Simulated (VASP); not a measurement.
# Ba (Im-3m) in VASP: further runs

The runs below take Ba through single point, with PBE.

All numbers are computed with VASP 6.6.1; they aren't measurements. Logs are shortened: lines on timing, memory, paths and dates and some standing lists are left out, and cuts for length are marked.

## Step 1: The cell of the first run

Symmetry: Im-3m, No. 229, cubic system. Conventional cell: a = 5.010 Å, b = 5.010 Å, c = 5.010 Å, α = 90.00°, β = 90.00°, γ = 90.00°. Within 5.7 Å of Ba (site symmetry m-3m) lie 14 Ba at 4.34 to 5.01 Å.

## Step 2: Single point, PBE (62.89 Å³/atom)

The input, INCAR:

```
SYSTEM = Ba
PREC     = Accurate       ! precision mode
ENCUT    = 520            ! plane-wave cutoff, eV
EDIFF    = 1E-7           ! SCF threshold, eV
ISMEAR   = -5             ! smearing method
SIGMA    = 0.05           ! smearing width, eV
LREAL    = .FALSE.        ! projectors in reciprocal space
LASPH    = .TRUE.         ! aspherical terms in the spheres
NELM     = 60             ! most SCF steps
ALGO     = Normal         ! electronic algorithm
ISIF     = 2              ! what is computed and relaxed
LWAVE    = .FALSE.        ! write WAVECAR
LCHARG   = .FALSE.        ! write CHGCAR
GGA      = PE             ! functional
NBANDS   = 11             ! bands
```

The input, KPOINTS:

```
regular mesh
0
G
  8 8 8
  0 0 0
```

The input, POSCAR:

```
Ba
1.0
   -2.5051624857      2.5051624857      2.5051624857
    2.5051624857     -2.5051624857      2.5051624857
    2.5051624857      2.5051624857     -2.5051624857
Ba
1
Direct
    0.0000000000      0.0000000000      0.0000000000
```

Potentials or basis: VASP PAW PBE potentials, release 64 (Ba_sv).

Command:

```sh
> cat potpaw_PBE.64/Ba_sv/POTCAR > POTCAR
> mpirun -np 1 vasp_std > vasp.out
```

OUTCAR:

```text
SYSTEM = Ba
   PREC = Accurate
   ENCUT = 520
   EDIFF = 1E-7
   ISMEAR = -5
   LREAL = .FALSE.
   LASPH = .TRUE.
   NELM = 60
   ISIF = 2
   GGA = PE

 ion  position               nearest neighbor table
   1  0.000  0.000  0.000-

  LATTYP: Found a body centered cubic cell.
 ALAT       =     5.0103249714

  Lattice vectors:

 A1 = (  -2.5051624857,   2.5051624857,   2.5051624857)
 A2 = (   2.5051624857,  -2.5051624857,   2.5051624857)
 A3 = (   2.5051624857,   2.5051624857,  -2.5051624857)

Analysis of symmetry for initial positions (statically):
=====================================================================
 Subroutine PRICEL returns:
 Original cell was already a primitive cell.

 Routine SETGRP: Setting up the symmetry group for a
 body centered cubic supercell.

 Subroutine GETGRP returns: Found 48 space group operations
 (whereof 48 operations were pure point group operations)
 out of a pool of 48 trial point group operations.

The static configuration has the point symmetry O_h .

Analysis of symmetry for dynamics (positions and initial velocities):
=====================================================================
 Subroutine PRICEL returns:
 Original cell was already a primitive cell.

 Routine SETGRP: Setting up the symmetry group for a
 body centered cubic supercell.

 Subroutine GETGRP returns: Found 48 space group operations
 (whereof 48 operations were pure point group operations)
 out of a pool of 48 trial point group operations.

The dynamic configuration has the point symmetry O_h .

 Subroutine INISYM returns: Found 48 space group operations
 (whereof 48 operations are pure point group operations),
 and found     1 'primitive' translations

----------------------------------------------------------------------------------------

                                     Primitive cell

  volume of cell :      62.8880

  direct lattice vectors                    reciprocal lattice vectors
    -2.505162486  2.505162486  2.505162486     0.000000000  0.199587852  0.199587852
     2.505162486 -2.505162486  2.505162486     0.199587852  0.000000000  0.199587852
     2.505162486  2.505162486 -2.505162486     0.199587852  0.199587852  0.000000000

  length of vectors
     4.339068706  4.339068706  4.339068706     0.282259848  0.282259848  0.282259848

  position of ions in fractional coordinates (direct lattice)
     0.000000000  0.000000000  0.000000000

  ion indices of the primitive-cell ions
   primitive index   ion index
                 1           1

----------------------------------------------------------------------------------------

 KPOINTS: regular mesh

Automatic generation of k-mesh.
 Grid dimensions read from file:
 generate k-points for:    8    8    8

 Generating k-lattice:

  Cartesian coordinates                     Fractional coordinates (reciprocal lattice)
     0.000000000  0.024948482  0.024948482     0.125000000  0.000000000  0.000000000
     0.024948482  0.000000000  0.024948482     0.000000000  0.125000000  0.000000000
     0.024948482  0.024948482  0.000000000     0.000000000  0.000000000  0.125000000

  Length of vectors
     0.035282481  0.035282481  0.035282481

  Shift w.r.t. Gamma in fractional coordinates (k-lattice)
     0.000000000  0.000000000  0.000000000

 TETIRR: Found    513 inequivalent tetrahedra from     3072

 Subroutine IBZKPT returns following result:
 ===========================================

 Found     29 irreducible k-points:

 Following reciprocal coordinates:
            Coordinates               Weight
  0.000000  0.000000  0.000000      1.000000
  0.125000  0.000000  0.000000     12.000000
  0.250000  0.000000  0.000000     12.000000
  0.375000  0.000000  0.000000     12.000000
  0.500000  0.000000  0.000000      6.000000
  0.125000  0.125000  0.000000     24.000000
[... 16 lines left out ...]
 -0.250000  0.250000  0.250000      6.000000
 -0.375000  0.375000  0.250000     24.000000
 [... further k-points ...]
   k-points           NKPTS =     29   k-points in BZ     NKDIM =     29   number of bands    NBANDS=     11
   number of dos      NEDOS =    301   number of ions     NIONS =      1
   total plane-waves  NPLWV =  32768
   dimension x,y,z NGX =    32 NGY =   32 NGZ =   32
   dimension x,y,z NGXF=    64 NGYF=   64 NGZF=   64
   ions per type =               1
   NGX,Y,Z   is equivalent  to a cutoff of  12.26, 12.26, 12.26 a.u.
   NGXF,Y,Z  is equivalent  to a cutoff of  24.52, 24.52, 24.52 a.u.
 SYSTEM =  Ba
   PREC   = accura    normal or accurate (medium, high low for compatibility)
   ISTART =      0    job   : 0-new  1-cont  2-samecut
   ICHARG =      2    charge: 1-file 2-atom 10-const
   ISPIN  =      1    spin polarized calculation?
   LNONCOLLINEAR =      F non collinear calculations
   LSORBIT =      F    spin-orbit coupling
   LASPH  =      T    aspherical Exc in radial PAW
   ENCUT  =  520.0 eV  38.22 Ry    6.18 a.u.   8.07  8.07  8.07*2*pi/ulx,y,z
   NELM   =     60;   NELMIN=  2; NELMDL= -5     # of ELM steps
   EDIFF  = 0.1E-06   stopping-criterion for ELM
   LREAL  =      F    real-space projection
   EDIFFG = 0.1E-05   stopping-criterion for IOM
   NSW    =      0    number of steps for IOM
   IBRION =     -1    ionic relax: 0-MD 1-quasi-New 2-CG
   NFREE  =      0    steps in history (QN), initial steepest desc. (CG)
   ISIF   =      2    stress and relaxation
   ISYM   =      2    0-nonsym 1-usesym 2-fastsym
   POTIM  = 0.5000    time-step for ionic-motion
   TEBEG  =    0.0;   TEEND  =   0.0 temperature during run
   PSTRESS=    0.0 pullay stress
   NELECT =      10.0000    total number of electrons
   NUPDOWN=      -1.0000    fix difference up-down
   EMIN   =  10.00;   EMAX   =-10.00  energy-range for DOS
   EFERMI =   0.00;   METHOD = LEGACY
   ISMEAR =    -5;   SIGMA  =   0.05  broadening in eV -4-tet -1-fermi 0-gaus
   EFERMI_NEDOS =   21; number of points for ismear=-14 and -15
   IALGO  =     38    algorithm
   IMIX   =      4    mixing-type and parameters
     AMIX     =   0.40;   BMIX     =  1.00
     AMIX_MAG =   1.60;   BMIX_MAG =  1.00
  volume/ion in A,a.u.               =      62.89       424.39
  Fermi-wavevector in a.u.,A,eV,Ry     =   0.886922  1.676040 10.702768  0.786631
  Thomas-Fermi vector in A             =   2.008153
   LORBIT       =      0    0 simple, 1 ext, 2 COOP (PROOUT), +10 PAW based schemes
   GGA     = PE    functional components
   LHFCALC =     F    Hartree Fock is set to
   AEXX    =    0.0000 exact exchange contribution
   IVDW    =     0    specifies the selected vdW correction
   LEPSILON=     F    determine dielectric tensor
   LRPA    =     F    only Hartree local field effects (RPA)
 non-spin polarized calculation
 Fermi weights with tetrahedron method with Bloechl corrections
  energy-cutoff  :      520.00
  volume of cell :       62.89
 maximum number of plane-waves:      1724
   NGX = 17   NGY = 17   NGZ = 17

 number of electron      10.0000000 magnetization

 number of electron       9.9999999 magnetization

 Free energy of the ion-electron system (eV)
  ---------------------------------------------------
  ext. energy  EPLUGINS =         0.00000000
  ---------------------------------------------------
  free energy    TOTEN  =        -1.90994269 eV

  energy without entropy =       -1.90994269  energy(sigma->0) =       -1.90994269

 E-fermi :   1.6047     XC(G=0):  -7.4155

 val. band max:        1.5389574471   @ k =  -0.3750   0.5000   0.2500
 cond. band min:       1.5704921031   @ k =  -0.3750   0.5000   0.2500
 fundamental gap:      0.0315346560
 Fermi energy:         1.6046946451

 k-point     1 :       0.0000    0.0000    0.0000
  band No.  band energies     occupation
      1     -27.2289      2.00000
      2     -12.1772      2.00000
      3     -12.1772      2.00000
      4     -12.1772      2.00000
      5      -1.1008      2.00000
      6       3.4824      0.00000
      7       3.4824      0.00000
      8       3.4824      0.00000
      9       4.8907      0.00000
     10       4.8907      0.00000
     11       8.5909      0.00000

 k-point     2 :       0.1250    0.0000    0.0000
  band No.  band energies     occupation
      1     -27.2226      2.00000
      2     -12.2496      2.00000
      3     -12.1995      2.00000
      4     -12.1777      2.00000
      5      -0.8133      2.00000
      6       3.2571      0.00000
      7       3.3292      0.00000
      8       3.7796      0.00000
      9       4.6042      0.00000
     10       4.8782      0.00000
     11       8.8948      0.00000

 k-point     3 :       0.2500    0.0000    0.0000
  band No.  band energies     occupation
      1     -27.2072      2.00000
      2     -12.4173      2.00000
      3     -12.2526      2.00000
      4     -12.1788      2.00000
      5      -0.0884      2.00000
      6       2.8123      0.00000
      7       2.8182      0.00000
      8       4.6365      0.00000
      9       4.6462      0.00000
     10       4.9489      0.00000
     11       8.9103      0.00000

 k-point     4 :       0.3750    0.0000    0.0000
  band No.  band energies     occupation
      1     -27.1917      2.00000
      2     -12.5762      2.00000
      3     -12.3046      2.00000
      4     -12.1799      2.00000
      5       0.5872      2.00000
      6       2.4688      0.00000
      7       2.6509      0.00000
      8       4.8816      0.00000
      9       5.2106      0.00000
     10       5.9157      0.00000
     11       7.8787      0.00000

 k-point     5 :       0.5000    0.0000    0.0000
  band No.  band energies     occupation
      1     -27.1852      2.00000
      2     -12.6398      2.00000
      3     -12.3258      2.00000
      4     -12.1804      2.00000
      5       0.7590      2.00000
      6       2.3414      0.00000
      7       2.9057      0.00000
      8       4.8591      0.00000
      9       5.4406      0.00000
     10       6.8834      0.00000
     11       7.3024      0.00000
[... 211 lines left out ...]
 k-point    21 :      -0.3750   -0.3750    0.1250
  band No.  band energies     occupation
      1     -27.1732      2.00000
      2     -12.5117      2.00000
      3     -12.5117      2.00000
      4     -12.2669      2.00000
      5       1.9271      0.22311
      6       1.9271     -0.03696
      7       2.1672      0.00000
      8       5.0063      0.00000
      9       5.0063      0.00000
     10       6.7585      0.00000
     11       8.2154      0.00000

 k-point    22 :       0.2500    0.2500    0.2500
  band No.  band energies     occupation
      1     -27.1823      2.00000
      2     -12.4097      2.00000
      3     -12.4097      2.00000
      4     -12.4097      2.00000
      5       2.1735     -0.26410
      6       2.1735      0.00000
      7       2.1735      0.00000
      8       5.4599      0.00000
      9       5.5406      0.00000
     10       5.5406      0.00000
     11       8.4399      0.00000

 k-point    23 :      -0.2500    0.2500    0.2500
  band No.  band energies     occupation
      1     -27.1882      2.00000
      2     -12.4264      2.00000
      3     -12.3343      2.00000
      4     -12.3343      2.00000
      5       0.7519      2.00000
      6       2.4031     -0.02365
      7       3.5248      0.00000
      8       3.5248      0.00000
      9       4.5993      0.00000
     10       5.2878      0.00000
     11       8.6343      0.00000

 k-point    24 :      -0.3750    0.3750    0.2500
  band No.  band energies     occupation
      1     -27.1747      2.00000
      2     -12.5217      2.00000
      3     -12.3906      2.00000
      4     -12.3484      2.00000
      5       1.3039      2.00368
      6       1.8825     -0.03161
      7       3.5293      0.00000
      8       3.7540      0.00000
      9       5.2078      0.00000
     10       5.6137      0.00000
     11       8.7949      0.00000

 [... further k-points ...]

------------------------ aborting loop because EDIFF is reached ----------------------------------------

  FORCE on cell =-STRESS in cart. coord.  units (eV):
  Direction    XX          YY          ZZ          XY          YZ          ZX
  --------------------------------------------------------------------------------------
  -------------------------------------------------------------------------------------
  Total        0.0683832      0.0683832      0.0683832      0.0000000      0.0000000     -0.0000000
  in kB        1.7421784      1.7421784      1.7421784      0.0000000      0.0000000     -0.0000000
  external PRESSURE =       1.7421784 kB  Pullay stress =       0.0000000 kB

 VOLUME and BASIS-vectors are now :
 -----------------------------------------------------------------------------
  energy-cutoff  :      520.00
  volume of cell :       62.89
      direct lattice vectors                 reciprocal lattice vectors
    -2.505162486  2.505162486  2.505162486     0.000000000  0.199587852  0.199587852
     2.505162486 -2.505162486  2.505162486     0.199587852  0.000000000  0.199587852
     2.505162486  2.505162486 -2.505162486     0.199587852  0.199587852  0.000000000

 POSITION                                       TOTAL-FORCE (eV/Angst)
 -----------------------------------------------------------------------------------
      0.00000      0.00000      0.00000        -0.000000      0.000000     -0.000000
 -----------------------------------------------------------------------------------
    total drift:                                0.000000      0.000000     -0.000000

  FREE ENERGIE OF THE ION-ELECTRON SYSTEM (eV)
  ---------------------------------------------------
  free  energy   TOTEN  =        -1.9099426928 eV

  energy  without entropy=       -1.9099426928  energy(sigma->0) =       -1.90994269
```

It took 30 s on 1 thread of AMD EPYC 7R13, shared host; peak memory 0.15 GiB.

Results:

```yaml
Free_energy: -1.9099 eV
Pressure: 0.2 GPa
Band_gap_on_the_k_mesh: zero (bands 5 and 6 overlap by 1.07 eV)
```

Caveat: spin-orbit coupling is left out, which moves the levels of the heavy elements; tetrahedron occupations give inexact forces and stress in metals.

## Step 3: Single point, PBE (64.10 Å³/atom)

This run uses another cell than the first one, of 64.10 Å³/atom.

The input, INCAR:

```
SYSTEM = Ba
PREC = Accurate
ENCUT = 520
EDIFF = 1E-6
ISMEAR = -5
SIGMA = 0.05
LREAL = .False.
LASPH = .True.
NELM = 60
ALGO = Normal
ISIF = 2
LWAVE = .False.
LCHARG = .False.
GGA = PE
NBANDS = 11
```

The input, KPOINTS:

```
regular mesh
0
Gamma
  8 8 8
  0 0 0
```

The input, POSCAR:

```
Ba
1.0
   -2.5211193648      2.5211193648      2.5211193648
    2.5211193648     -2.5211193648      2.5211193648
    2.5211193648      2.5211193648     -2.5211193648
Ba
1
Direct
    0.0000000000      0.0000000000      0.0000000000
```

Potentials or basis: VASP PAW PBE potentials, release 64 (Ba_sv).

Command:

```sh
> cat potpaw_PBE.64/Ba_sv/POTCAR > POTCAR
> mpirun -np 1 vasp_std > vasp.out
```

Wall time 22 s (1 thread of AMD EPYC 7R13, shared host); peak memory 0.15 GiB.

It converged, with:

```
Free energy            : -1.9100 eV
Pressure               : 0.0 GPa
Band gap on the k mesh : zero (bands 5 and 6 overlap by 1.02 eV)
```

Levels at points of the mesh, in eV from the Fermi level:
```csv
k point,band 2,band 3,band 4,band 5,band 6,band 7,band 8,band 9
"(0.00, 0.00, 0.00)",-13.83,-13.83,-13.83,-2.70,1.85,1.85,1.85,3.24
"(0.50, 0.00, 0.00)",-14.26,-13.97,-13.83,-0.84,0.74,1.24,3.20,3.77
"(0.50, 0.50, 0.50)",-14.13,-14.13,-14.13,-0.47,-0.47,4.32,4.32,4.32
```

Caveat: spin-orbit coupling is left out, which moves the levels of the heavy elements; tetrahedron occupations give inexact forces and stress in metals.
